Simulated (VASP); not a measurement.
Input of a VASP 6.6.1 run:

INCAR

```
ALGO     = Normal         # electronic algorithm
EDIFF    = 1E-6           # SCF threshold, eV
ENCUT    = 520            # plane-wave cutoff, eV
GGA      = PE             # functional
ISIF     = 2              # what is computed and relaxed
ISMEAR   = 0              # smearing method
LASPH    = True           # aspherical terms in the spheres
LCHARG   = True           # write CHGCAR
LELF     = True           # ELF
LREAL    = False          # projectors in reciprocal space
LVHAR    = True         
LWAVE    = False          # write WAVECAR
NBANDS   = 27             # bands
NELM     = 100            # most SCF steps
PREC     = Accurate       # precision mode
SIGMA    = 0.1            # smearing width, eV
```

The input KPOINTS:

```
k-points
0
Gamma
  6 6 4
```

The input POSCAR:

```
Hf3C2
1.0
    3.3063009558      0.0000000000      0.0000000000
   -1.6531504779      2.8633406203      0.0000000000
    0.0000000000      0.0000000000      7.9196891975
Hf C
3 2
Direct
    0.0000000000      0.0000000000      0.0000000000
    0.3333333333      0.6666666667      0.6770929375
    0.6666666667      0.3333333333      0.3229070625
    0.3333333333      0.6666666667      0.1743278078
    0.6666666667      0.3333333333      0.8256721922
```

Potentials or basis: VASP PAW PBE potentials, release 64 (Hf_pv, C).

Command:

```bash
$ cat potpaw_PBE.64/Hf_pv/POTCAR potpaw_PBE.64/C/POTCAR > POTCAR
$ mpirun -np 1 vasp_std > vasp.out
```

What does it give for the pressure?

-1.0 GPa.

Predict the band gap on the k mesh.

zero (band 19 reaches 6.65 eV, above the bottom of band 20 at 5.44 eV).

Estimate the largest force.

0.080 eV/Å.

Forces on the atoms (eV/Å):
```
Hf   0.000  0.000  0.000
Hf   0.000  0.000  0.080
Hf   0.000  0.000 -0.080
C    0.000  0.000 -0.011
C    0.000  0.000  0.011
```

Caveat: the k points lie up to 0.37 Å⁻¹ apart; spin-orbit coupling is left out, which moves the levels of the heavy elements.
